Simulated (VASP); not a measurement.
A run of VASP 6.6.1 is set up as follows.

Contents of INCAR:

```
ALGO = Normal
EDIFF = 1E-6
ENCUT = 520
GGA = CA
ISIF = 2
ISMEAR = 0
LASPH = T
LCHARG = F
LREAL = F
LWAVE = F
NBANDS = 15
NELM = 60
PREC = Accurate
SIGMA = 0.02
```

The input KPOINTS:

```
k-points
0
Gamma
  8 8 8
```

File POSCAR:

```
CaO
1.0
    0.0000000000      2.3537266217      2.3537266217
    2.3537266217      0.0000000000      2.3537266217
    2.3537266217      2.3537266217      0.0000000000
Ca O
1 1
Direct
    0.0000000000      0.0000000000      0.0000000000
    0.5000000000      0.5000000000      0.5000000000
```

Potentials or basis: VASP PAW LDA potentials, release 64 (Ca_sv, O).

Launch:

```console
$ cat potpaw_LDA.64/Ca_sv/POTCAR potpaw_LDA.64/O/POTCAR > POTCAR
$ mpirun -np 1 vasp_std > vasp.out
```

Task: Predict the band gap on the k mesh.

Result: 3.42 eV, indirect (least direct gap 3.78 eV).

Task: What does it give for the pressure?

Result: 1.0 GPa.

A k mesh can miss the band edges.
